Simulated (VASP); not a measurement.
Mg2CdTe3:

```
CELL_PARAMETERS angstrom
4.49795 -0.04505 0.07116
-0.07802 8.07172 0.00192
0.17380 0.00271 11.17056
ATOMIC_POSITIONS crystal
Mg 0.97811 0.99691 0.98174
Mg 0.49034 0.51484 0.98494
Mg 0.97863 0.29747 0.66546
Mg 0.47441 0.83088 0.67314
Cd 0.51426 0.14890 0.34210
Cd 0.04588 0.68770 0.33525
Te 0.49890 0.17566 0.08313
Te 0.04889 0.67183 0.09372
Te 0.98385 0.32609 0.41066
Te 0.46266 0.86017 0.42109
Te 0.00819 0.00233 0.74292
Te 0.51586 0.48723 0.76585
```

| Property | Result |
| --- | --- |
| Program | VASP 6.6.1 |
| Task | relaxation of cell and atoms |
| Functional | PBE |
| Potentials or basis | VASP PAW PBE potentials, release 64 (Mg, Cd, Te) |
| Cutoff | 600 eV |
| k mesh | 4 × 2 × 2 |
| Occupations | gaussian, width 0.1 eV |
| Spin | no spin polarisation |

At the start: pressure 3.3 GPa; volume 33.79 Å³/atom.

Q: How do energy, volume and symmetry change on relaxing?

A: Over 20 steps the energy falls by 178.3 meV/atom and the volume is 35.09 Å³/atom (+3.9 %); space group P1 (No. 1, to 0.1 Å) before, P3m1 (No. 156, to 0.1 Å).

The path:
| step | energy change (eV) | largest force (eV/Å) | pressure (GPa) | volume (Å³) |
| --- | --- | --- | --- | --- |
| 1 | 0.0000 | 3.2028 | 3.35 | 405.42 |
| 2 | -1.5155 | 0.8148 | -1.57 | 448.23 |
| 3 | -1.5193 | 0.7838 | -1.73 | 450.60 |
| 4 | -1.9146 | 0.5418 | -0.70 | 431.27 |
| 5 | -2.0291 | 0.5459 | 0.52 | 415.07 |
| 6 | -2.0851 | 0.3087 | 0.17 | 418.88 |
| 7 | -2.0978 | 0.1858 | -0.07 | 421.73 |
| 8 | -2.1132 | 0.1295 | -0.02 | 421.10 |
| 9 | -2.1177 | 0.1147 | 0.03 | 420.51 |
| 10 | -2.1242 | 0.0740 | -0.01 | 420.93 |
| 11 | -2.1251 | 0.0819 | -0.03 | 421.15 |
| 12 | -2.1283 | 0.0738 | 0.01 | 420.66 |
| 13 | -2.1302 | 0.0729 | 0.09 | 419.81 |
| 14 | -2.1324 | 0.0668 | -0.01 | 420.96 |
| 15 | -2.1333 | 0.0669 | -0.11 | 422.24 |
| 16 | -2.1359 | 0.0538 | -0.05 | 421.41 |
| 17 | -2.1376 | 0.0585 | 0.07 | 420.10 |
| 18 | -2.1391 | 0.0525 | 0.01 | 420.87 |
| 19 | -2.1393 | 0.0513 | -0.04 | 421.45 |
| 20 | -2.1401 | 0.0246 | -0.01 | 421.10 |

Final structure:
```
Mg Cd Te
1.0
     4.64729   -0.00026    0.00202
    -0.00059    8.01318   -0.01119
     0.00105   -0.01685   11.30789
Mg Cd Te
4 2 6
Cartesian
  0.0042 0.0013 11.3032
  2.3311 4.0034 11.2915
  4.6421 2.6270 7.5821
  2.3095 6.6392 7.5519
  2.3239 1.3501 3.7590
  0.0102 5.3507 3.7383
  2.3267 1.3479 0.8922
  0.0061 5.3529 0.8780
  0.0014 2.6792 4.7613
  2.3327 6.6840 4.7368
  4.6363 7.9662 8.4751
  2.3155 3.9665 8.4748
```
